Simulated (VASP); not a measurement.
# CeO2 (Fm-3m) in VASP: further runs, part 2 of 2

VASP 6.6.1. Earlier steps stand in the parts before.

## (3) Single point, r2SCAN

File POSCAR:

```
CeO2
1.0
    0.0000000000      2.7186832862      2.7186832862
    2.7186832862      0.0000000000      2.7186832862
    2.7186832862      2.7186832862      0.0000000000
Ce O
1 2
Direct
    0.0000000000      0.0000000000      0.0000000000
    0.2500000000      0.2500000000      0.2500000000
    0.7500000000      0.7500000000      0.7500000000
```

File INCAR.step1:

```
SYSTEM = CeO2
PREC     = Accurate       ! precision mode
ENCUT    = 520            ! plane-wave cutoff, eV
ISMEAR   = 1              ! smearing method
SIGMA    = 0.05           ! smearing width, eV
LREAL    = .False.        ! projectors in reciprocal space
LASPH    = .True.         ! aspherical terms in the spheres
NELM     = 100            ! most SCF steps
NBANDS   = 19             ! bands
GGA      = PE             ! functional
ALGO     = Normal         ! electronic algorithm
EDIFF    = 1E-4           ! SCF threshold, eV
LWAVE    = .True.         ! write WAVECAR
LCHARG   = .False.        ! write CHGCAR
```

File INCAR.step2:

```
SYSTEM = CeO2
PREC     = Accurate       ! precision mode
ENCUT    = 520            ! plane-wave cutoff, eV
EDIFF    = 1E-6           ! SCF threshold, eV
ISMEAR   = 1              ! smearing method
SIGMA    = 0.05           ! smearing width, eV
LREAL    = .False.        ! projectors in reciprocal space
LASPH    = .True.         ! aspherical terms in the spheres
NELM     = 100            ! most SCF steps
ALGO     = Normal         ! electronic algorithm
ISIF     = 2              ! what is computed and relaxed
LWAVE    = .False.        ! write WAVECAR
LCHARG   = .False.        ! write CHGCAR
METAGGA  = R2SCAN         ! meta-GGA
LMIXTAU  = .True.       
NBANDS   = 19             ! bands
ISTART   = 1
```

File KPOINTS:

```
Automatic mesh
0
Gamma
  8 8 8
  0 0 0
```

Potentials or basis: VASP PAW PBE potentials, release 64 (Ce, O).

The run is started by

```bash
cat potpaw_PBE.64/Ce/POTCAR potpaw_PBE.64/O/POTCAR > POTCAR
cp INCAR.step1 INCAR
mpirun -np 1 vasp_std > vasp.out
cp INCAR.step2 INCAR
mpirun -np 1 vasp_std > vasp.out
```

OUTCAR:

```text
SYSTEM = CeO2
   PREC = Accurate
   ENCUT = 520
   EDIFF = 1E-6
   ISMEAR = 1
   LREAL = .False.
   LASPH = .True.
   NELM = 100
   ISIF = 2
   METAGGA = R2SCAN
   ISTART = 1

 ion  position               nearest neighbor table
   1  0.000  0.000  0.000-   3 2.35   3 2.35   3 2.35   2 2.35   2 2.35   2 2.35   3 2.35   2 2.35

   2  0.250  0.250  0.250-   1 2.35   1 2.35   1 2.35   1 2.35
   3  0.750  0.750  0.750-   1 2.35   1 2.35   1 2.35   1 2.35

  LATTYP: Found a face centered cubic cell.
 ALAT       =     5.4373665724

  Lattice vectors:

 A1 = (   0.0000000000,   2.7186832862,   2.7186832862)
 A2 = (   2.7186832862,   0.0000000000,   2.7186832862)
 A3 = (   2.7186832862,   2.7186832862,   0.0000000000)

Analysis of symmetry for initial positions (statically):
=====================================================================
 Subroutine PRICEL returns:
 Original cell was already a primitive cell.

 Routine SETGRP: Setting up the symmetry group for a
 face centered cubic supercell.

 Subroutine GETGRP returns: Found 48 space group operations
 (whereof 48 operations were pure point group operations)
 out of a pool of 48 trial point group operations.

The static configuration has the point symmetry O_h .

Analysis of symmetry for dynamics (positions and initial velocities):
=====================================================================
 Subroutine PRICEL returns:
 Original cell was already a primitive cell.

 Routine SETGRP: Setting up the symmetry group for a
 face centered cubic supercell.

 Subroutine GETGRP returns: Found 48 space group operations
 (whereof 48 operations were pure point group operations)
 out of a pool of 48 trial point group operations.

The dynamic configuration has the point symmetry O_h .

 Subroutine INISYM returns: Found 48 space group operations
 (whereof 48 operations are pure point group operations),
 and found     1 'primitive' translations

[... 107 lines left out ...]
   NELECT =      24.0000    total number of electrons
   NUPDOWN=      -1.0000    fix difference up-down
   EMIN   =  10.00;   EMAX   =-10.00  energy-range for DOS
   EFERMI =   0.00;   METHOD = LEGACY
   ISMEAR =     1;   SIGMA  =   0.05  broadening in eV -4-tet -1-fermi 0-gaus
   EFERMI_NEDOS =   21; number of points for ismear=-14 and -15
   IALGO  =     38    algorithm
   IMIX   =      4    mixing-type and parameters
     AMIX     =   0.40;   BMIX     =  1.00
     AMIX_MAG =   1.60;   BMIX_MAG =  1.00
  volume/ion in A,a.u.               =      13.40        90.40
  Fermi-wavevector in a.u.,A,eV,Ry     =   1.378616  2.605206 25.858987  1.900582
  Thomas-Fermi vector in A             =   2.503661
   LORBIT       =      0    0 simple, 1 ext, 2 COOP (PROOUT), +10 PAW based schemes
   METAGGA = R2SCAN    functional components
   LHFCALC =     F    Hartree Fock is set to
   AEXX    =    0.0000 exact exchange contribution
   IVDW    =     0    specifies the selected vdW correction
   LEPSILON=     F    determine dielectric tensor
   LRPA    =     F    only Hartree local field effects (RPA)
 non-spin polarized calculation
 Methfessel and Paxton  Order N= 1 SIGMA  =   0.05
  energy-cutoff  :      520.00
  volume of cell :       40.19
 maximum number of plane-waves:      1106
 NGX is ok and might be reduce to    30
   NGX = 15   NGY = 15   NGZ = 15

 number of electron      23.9999991 magnetization

 Free energy of the ion-electron system (eV)
  ---------------------------------------------------
  ext. energy  EPLUGINS =         0.00000000
  ---------------------------------------------------
  free energy    TOTEN  =       -54.03231752 eV

  energy without entropy =      -54.03238703  energy(sigma->0) =      -54.03234069

 E-fermi :   4.9706     XC(G=0): -11.9736

 val. band max:        4.9285693855   @ k =  -0.2500   0.2500   0.0000
 cond. band min:       7.0916578387   @ k =   0.5000   0.0000   0.0000
 fundamental gap:      2.1630884533
 Fermi energy:         4.9705976702

 k-point     1 :       0.0000    0.0000    0.0000
  band No.  band energies     occupation
      1     -28.6473      2.00000
      2     -12.3386      2.00000
      3     -11.4416      2.00000
      4     -10.2894      2.00000
      5     -10.2894      2.00000
      6     -10.2894      2.00000
[... 505 lines left out ...]
      6      -8.3429      2.00000
[... 11 lines left out ...]
     18       7.7438      0.00000
     19       8.0993      0.00000

 [... further k-points ...]
[... 5 lines left out ...]
  --------------------------------------------------------------------------------------
  -------------------------------------------------------------------------------------
  Total       -0.0596318     -0.0596318     -0.0596318     -0.0000000      0.0000000      0.0000000
  in kB       -2.3772930     -2.3772930     -2.3772930     -0.0000000      0.0000000      0.0000000
  external PRESSURE =      -2.3772930 kB  Pullay stress =       0.0000000 kB

 VOLUME and BASIS-vectors are now :
 -----------------------------------------------------------------------------
  energy-cutoff  :      520.00
  volume of cell :       40.19
      direct lattice vectors                 reciprocal lattice vectors
     0.000000000  2.718683286  2.718683286    -0.183912559  0.183912559  0.183912559
     2.718683286  0.000000000  2.718683286     0.183912559 -0.183912559  0.183912559
     2.718683286  2.718683286  0.000000000     0.183912559  0.183912559 -0.183912559

 POSITION                                       TOTAL-FORCE (eV/Angst)
 -----------------------------------------------------------------------------------
      0.00000      0.00000      0.00000         0.000000      0.000000      0.000000
      1.35934      1.35934      1.35934        -0.000000     -0.000000     -0.000000
      4.07802      4.07802      4.07802         0.000000      0.000000      0.000000
 -----------------------------------------------------------------------------------
    total drift:                                0.000000     -0.000000      0.000000

  FREE ENERGIE OF THE ION-ELECTRON SYSTEM (eV)
  ---------------------------------------------------
  free  energy   TOTEN  =       -54.0323175216 eV

  energy  without entropy=      -54.0323870265  energy(sigma->0) =      -54.03234069
```

OSZICAR.step1:

```text
N       E                     dE             d eps       ncg     rms          rms(c)
DAV:   1     0.231606383525E+03    0.23161E+03   -0.11325E+04  1126   0.165E+03
DAV:   2     0.802760677989E+01   -0.22358E+03   -0.19341E+03  1422   0.288E+02
DAV:   3    -0.303094057866E+02   -0.38337E+02   -0.35127E+02  1264   0.146E+02
DAV:   4    -0.317309058657E+02   -0.14215E+01   -0.14190E+01  1472   0.255E+01
DAV:   5    -0.318174009976E+02   -0.86495E-01   -0.86485E-01  1896   0.513E+00    0.289E+01
DAV:   6    -0.298759657355E+02    0.19414E+01   -0.62603E+01  1476   0.501E+01    0.279E+01
DAV:   7    -0.283540434942E+02    0.15219E+01   -0.45163E+01  1702   0.102E+02    0.193E+01
DAV:   8    -0.275285290622E+02    0.82551E+00   -0.28850E+00  1451   0.126E+01    0.137E+01
DAV:   9    -0.262704348710E+02    0.12581E+01   -0.44142E+00  1518   0.203E+01    0.356E+00
DAV:  10    -0.262501224147E+02    0.20312E-01   -0.35141E-01  1646   0.456E+00    0.110E+00
DAV:  11    -0.262346084372E+02    0.15514E-01   -0.86684E-02  1296   0.416E+00    0.268E+00
DAV:  12    -0.262298724175E+02    0.47360E-02   -0.24346E-02  1670   0.217E+00    0.108E+00
DAV:  13    -0.262240640448E+02    0.58084E-02   -0.62925E-02  1431   0.179E+00    0.214E-01
DAV:  14    -0.262275412252E+02   -0.34772E-02   -0.72815E-03  1632   0.116E+00    0.937E-01
DAV:  15    -0.262247627862E+02    0.27784E-02   -0.28604E-03  1222   0.822E-01    0.387E-01
DAV:  16    -0.262242599137E+02    0.50287E-03   -0.10568E-03  1586   0.404E-01    0.140E-01
DAV:  17    -0.262242354194E+02    0.24494E-04   -0.69767E-05   713   0.969E-02
   1 F= -.26224235E+02 E0= -.26224259E+02  d E =0.715301E-04
```

Wall time 3.6 min (1 thread of Intel Xeon Platinum 8375C at 2.90GHz (Ice Lake), shared host); peak memory 0.19 GiB.

What came out:

| Quantity | Value |
| --- | --- |
| Free energy | -54.0323 eV |
| Pressure | -0.2 GPa |
| Band gap on the k mesh | 2.16 eV (least direct gap 2.29 eV) |

Levels at points of the mesh, in eV from the valence-band top:
```
           k point  band 10  band 11  band 12  band 13  band 14  band 15
(0.00, 0.00, 0.00)    -0.60    -0.60    -0.60     2.57     2.57     2.57
(0.50, 0.00, 0.00)    -1.20    -0.79    -0.79     2.16     2.39     2.39
(0.50, 0.50, 0.00)    -0.80    -0.80    -0.61     2.30     2.31     2.31
```

Caveat: the PAW data sets were made with another functional, which shifts forces and pressure a little; spin-orbit coupling is left out, which moves the levels of the heavy elements. Spin polarisation is off, so any magnetic state and its effect on volume and gap are missing.
